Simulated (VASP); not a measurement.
A run of VASP 6.6.1 is set up as follows.

File INCAR:

```
PREC     = Accurate       # precision mode
ENCUT    = 520            # plane-wave cutoff, eV
EDIFF    = 1E-6           # SCF threshold, eV
ISMEAR   = 0              # smearing method
SIGMA    = 0.02           # smearing width, eV
LREAL    = F              # projectors in reciprocal space
LASPH    = T              # aspherical terms in the spheres
NELM     = 80             # most SCF steps
ALGO     = Normal         # electronic algorithm
ISIF     = 2              # what is computed and relaxed
LWAVE    = F              # write WAVECAR
LCHARG   = T              # write CHGCAR
GGA      = PS             # functional
LELF     = T              # ELF
LVHAR    = T            
NBANDS   = 16             # bands
```

File KPOINTS:

```
regular mesh
0
Gamma
  10 10 10
```

Contents of POSCAR:

```
CdSe
1.0
    0.0000000000      3.0413096080      3.0413096080
    3.0413096080      0.0000000000      3.0413096080
    3.0413096080      3.0413096080      0.0000000000
Cd Se
1 1
Direct
    0.0000000000      0.0000000000      0.0000000000
    0.2500000000      0.2500000000      0.2500000000
```

Potentials or basis: VASP PAW PBE potentials, release 64 (Cd, Se).

Command:

```console
$ cat potpaw_PBE.64/Cd/POTCAR potpaw_PBE.64/Se/POTCAR > POTCAR
$ mpirun -np 1 vasp_std > vasp.out
```

(1) What does it give for the pressure?

(2) Predict the band gap on the k mesh.

Results:

(1) 0.3 GPa.

(2) 0.48 eV, direct.

Caveat: the PAW data sets were made with another functional, which shifts forces and pressure a little.
